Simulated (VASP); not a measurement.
TiB:

```
CELL_PARAMETERS angstrom
0.00000 2.10000 2.10000
2.10000 0.00000 2.10000
2.10000 2.10000 0.00000
ATOMIC_POSITIONS crystal
Ti 0.00000 0.00000 0.00000
B 0.25000 0.25000 0.25000
```

| Item | Value |
| --- | --- |
| Program | VASP 6.6.1 |
| Task | relaxation of cell and atoms |
| Functional | PBEsol |
| Potentials or basis | VASP PAW PBE potentials, release 64 (Ti_sv, B) |
| Cutoff | 500 eV |
| k mesh | 7 × 7 × 7 |
| Occupations | gaussian, width 0.1 eV |
| Spin | no spin polarisation |

At the start: pressure 113.1 GPa; volume 9.26 Å³/atom.

Question: How do energy, volume and symmetry change on relaxing?

Answer: Over 4 steps the energy falls by 1364.4 meV/atom and the volume is 14.71 Å³/atom (+58.8 %); space group F-43m (No. 216, to 0.1 Å) before and after.

Step by step:
```tsv
step	energy change (eV)	largest force (eV/Å)	pressure (GPa)	volume (Å³)
1	0.0000	0.0000	113.14	18.52
2	-1.6650	0.0000	-20.25	42.16
3	-2.7280	0.0000	-0.91	29.67
4	-2.7288	0.0000	0.01	29.41
```

Final structure:
```xyz
2
Lattice="0.0000 2.4501 2.4501 2.4501 0.0000 2.4501 2.4501 2.4501 0.0000" Properties=species:S:1:pos:R:3 pbc="T T T"
Ti    0.0000    0.0000    0.0000
B     1.2250    1.2250    1.2250
```

Caveat: the k points lie up to 0.32 Å⁻¹ apart in the final cell, too coarse for converged energies and pressures of a metal; the volume moved by over 15 % at a fixed basis, so the end points are rough; the PAW data sets were made with another functional, which shifts forces and pressure a little.
